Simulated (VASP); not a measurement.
Set up this calculation in VASP 6.6.1, as the native input.

```
Task                   : relaxation of cell and atoms
Functional             : PBE
Potentials or basis    : VASP PAW PBE potentials, release 64 (Ga_d, Mo_sv)
Cutoff                 : 600 eV
k mesh                 : 6 × 6 × 6
Occupations            : gaussian, width 0.2 eV
Spin                   : no spin polarisation
Dipole correction      : no
Further INCAR settings : ALGO = Normal; EDIFF = 1e-06; IBRION = 2; EDIFFG = -0.08; NSW = 36; ISIF = 3
```

The structure of GaMo lies in POSCAR:

```
GaMo
1.0
    3.3784328200      0.0000000000      0.0000000000
    0.0000000000      3.3784328200      0.0000000000
    0.0000000000      0.0000000000      3.3784328200
Ga Mo
1 1
Direct
    0.0000000000      0.0000000000      0.0000000000
    0.5000000000      0.5000000000      0.5000000000
```

The cell was generated, and may not be a known phase.

These files were run (other wordings do the same):

INCAR

```
SYSTEM = GaMo
  PREC = Accurate
  ENCUT = 600
  EDIFF = 1E-6
  ISMEAR = 0
  SIGMA = 0.2
  LREAL = .FALSE.
  LASPH = .TRUE.
  NELM = 80
  ALGO = Normal
  ISIF = 3
  LWAVE = .FALSE.
  LCHARG = .FALSE.
  GGA = PE
  IBRION = 2
  NSW = 36
  EDIFFG = -0.08
```

KPOINTS

```
Automatic mesh
0
G
  6 6 6
  0 0 0
```

Potentials or basis: VASP PAW PBE potentials, release 64 (Ga_d, Mo_sv).

Command:

```sh
$ cat potpaw_PBE.64/Ga_d/POTCAR potpaw_PBE.64/Mo_sv/POTCAR > POTCAR
$ mpirun -np 1 vasp_std > vasp.out
```

Results of the run:

```yaml
Relaxed_volume: 15.29 Å³/atom
Relaxed_cell: a = 3.127 Å, b = 3.127 Å, c = 3.127 Å, α = 90.00°, β = 90.00°, γ = 90.00°
Space_group_after_relaxing_to_0.1_Å: Pm-3m (No. 221)
Energy_gained_by_relaxing: 373.5 meV/atom
Ionic_steps: 4
Pressure_after_relaxing: -0.4 GPa
Band_gap_on_the_k_mesh: zero (an odd number of electrons rules out a gap without spin polarisation)
```

Caveat: the volume moved by over 15 % at a fixed basis, so the end points are rough.

It took 50 s on 1 thread of Intel Xeon 8259CL (shared host), peak memory 0.18 GiB.
